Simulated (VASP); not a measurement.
SiC (a cell with a defect): single point with PBEsol

SiC (a cell with a defect):

```
CELL_PARAMETERS angstrom
8.71371 0.00000 0.00000
0.00000 8.71371 0.00000
0.00000 0.00000 8.71371
ATOMIC_POSITIONS crystal
Si 0.00109 0.00033 0.00072
Si 0.00019 0.99940 0.50009
Si 0.00012 0.50041 0.99995
Si 0.00136 0.49962 0.50011
Si 0.50118 0.99937 0.99998
Si 0.50043 0.00057 0.50013
Si 0.50050 0.49971 0.00142
Si 0.25065 0.24989 0.99989
Si 0.24975 0.24895 0.49650
Si 0.25116 0.75051 0.00028
Si 0.25049 0.74849 0.50095
Si 0.75127 0.25042 0.00025
Si 0.74928 0.24972 0.50096
Si 0.75124 0.75045 0.00206
Si 0.75398 0.75312 0.50245
Si 0.25009 0.99891 0.25000
Si 0.25129 0.99986 0.75087
Si 0.25005 0.49761 0.25004
Si 0.25134 0.50221 0.74768
Si 0.75145 0.99978 0.25094
Si 0.75154 0.00116 0.75115
Si 0.74794 0.50089 0.25191
Si 0.75404 0.50197 0.75318
Si 0.99969 0.24932 0.24998
Si 0.00060 0.25052 0.75087
Si 0.00058 0.75067 0.25091
Si 0.00196 0.75077 0.75115
Si 0.49839 0.24925 0.25005
Si 0.50301 0.25060 0.74769
Si 0.50166 0.74716 0.25191
Si 0.50254 0.75338 0.75338
C 0.12585 0.12507 0.12531
C 0.12487 0.12408 0.62506
C 0.12464 0.62460 0.12433
C 0.12498 0.62577 0.62586
C 0.62538 0.12387 0.12434
C 0.62656 0.12420 0.62586
C 0.62607 0.62530 0.12546
C 0.37533 0.37455 0.12447
C 0.36404 0.36325 0.63376
C 0.37613 0.87477 0.12507
C 0.37830 0.87300 0.62449
C 0.87554 0.37535 0.12506
C 0.87381 0.37750 0.62450
C 0.87611 0.87533 0.12607
C 0.87613 0.87533 0.62789
C 0.37510 0.12326 0.37456
C 0.37609 0.12484 0.87520
C 0.36315 0.63412 0.36489
C 0.37875 0.62422 0.87318
C 0.87613 0.12403 0.37595
C 0.87620 0.12575 0.87576
C 0.87366 0.62418 0.37828
C 0.87587 0.62743 0.87568
C 0.12408 0.37431 0.37454
C 0.12560 0.37532 0.87519
C 0.12481 0.87533 0.37596
C 0.12654 0.87544 0.87576
C 0.63489 0.36238 0.36492
C 0.62500 0.37801 0.87317
C 0.62498 0.87282 0.37833
C 0.62820 0.87508 0.87567
```

```yaml
Program: VASP 6.6.1
Task: single point
Functional: PBEsol
Potentials_or_basis: VASP PAW PBE potentials, release 64 (Si, C)
Cutoff: 520 eV
k_mesh: 1 × 1 × 1, shifted
Occupations: fermi-dirac, width 0.05 eV
Spin: collinear spin
```

```yaml
Largest_force: 0.258 eV/Å
Net_moment: 0.94 μB per cell
Site_moments: Si +0.00, -0.00 (each value once); C -0.00, +0.01, +0.00, +0.09, +0.15 (each value once) μB
Valence_electrons_inside_the_program's_atomic_spheres: Si 1.68, 1.69, 1.67, 1.63 (each value once); C 2.53, 2.51, 2.52, 2.54, 2.43, 2.44 (each value once)
```

Forces in eV/Å, atoms in the order of the input:
```
Si   0.043  0.043  0.017
Si   0.065  0.068  0.107
Si   0.056 -0.146  0.019
Si   0.040  0.032  0.045
Si  -0.145  0.056  0.018
Si   0.032  0.037  0.045
Si   0.028  0.030 -0.026
Si   0.031  0.029 -0.045
Si   0.161  0.160  0.122
Si   0.089 -0.017  0.021
Si   0.066 -0.006  0.212
Si  -0.014  0.085  0.022
Si  -0.005  0.064  0.211
Si   0.017  0.015  0.047
Si  -0.038 -0.036  0.048
Si   0.089  0.048 -0.001
Si   0.062  0.075 -0.011
Si   0.076 -0.099  0.084
Si   0.091 -0.154  0.030
Si  -0.061  0.007  0.040
Si   0.022  0.071  0.021
Si   0.076  0.004 -0.008
Si  -0.048  0.010 -0.022
Si   0.048  0.087  0.000
Si   0.079  0.060 -0.009
Si   0.007 -0.061  0.042
Si   0.070  0.019  0.023
Si  -0.098  0.078  0.085
Si  -0.155  0.086  0.030
Si   0.006  0.078 -0.006
Si   0.019 -0.053 -0.030
C   -0.052 -0.050 -0.011
C   -0.076 -0.074  0.026
C   -0.021  0.124 -0.002
C   -0.082  0.010 -0.064
C    0.124 -0.025 -0.003
C    0.010 -0.083 -0.063
C   -0.033 -0.027 -0.053
C   -0.040 -0.039 -0.021
C   -0.024 -0.023 -0.078
C   -0.003 -0.072 -0.004
C   -0.010 -0.052  0.007
C   -0.070 -0.003 -0.009
C   -0.061 -0.004  0.007
C   -0.029 -0.033 -0.010
C   -0.045 -0.047 -0.018
C   -0.041 -0.040 -0.069
C    0.061 -0.049 -0.038
C    0.084 -0.125 -0.121
C   -0.013  0.050 -0.021
C   -0.088 -0.011 -0.098
C   -0.044 -0.023 -0.033
C   -0.052  0.030 -0.006
C   -0.046  0.016 -0.041
C   -0.045 -0.036 -0.061
C   -0.050  0.062 -0.032
C   -0.010 -0.087 -0.100
C   -0.030 -0.043 -0.026
C   -0.120  0.080 -0.122
C    0.051 -0.009 -0.024
C    0.030 -0.044 -0.008
C    0.015 -0.043 -0.035
```

Levels at points of the mesh, in eV from the Fermi level:
Spin up:
```tsv
k point	band 122	band 123	band 124	band 125	band 126	band 127
(0.25, 0.25, 0.25)	-0.93	-0.76	0.10	0.19	1.80	1.80
```
Spin down:
```
           k point  band 120  band 121  band 122  band 123  band 124  band 125  band 126  band 127
(0.25, 0.25, 0.25)     -1.04     -0.90     -0.90     -0.56      0.54      0.58      1.81      1.81
```

It took 83 min on 1 thread of Oxide Virtual Turin-like Processor, with other jobs on the host, peak memory 1.2 GiB.

Caveat: the k points lie up to 0.36 Å⁻¹ apart; the cell carries a net charge on a neutralising background, which shifts energy and pressure; the cell is charged against a uniform background, so pressure and absolute levels hang on convention; the PAW data sets were made with another functional, which shifts forces and pressure a little.
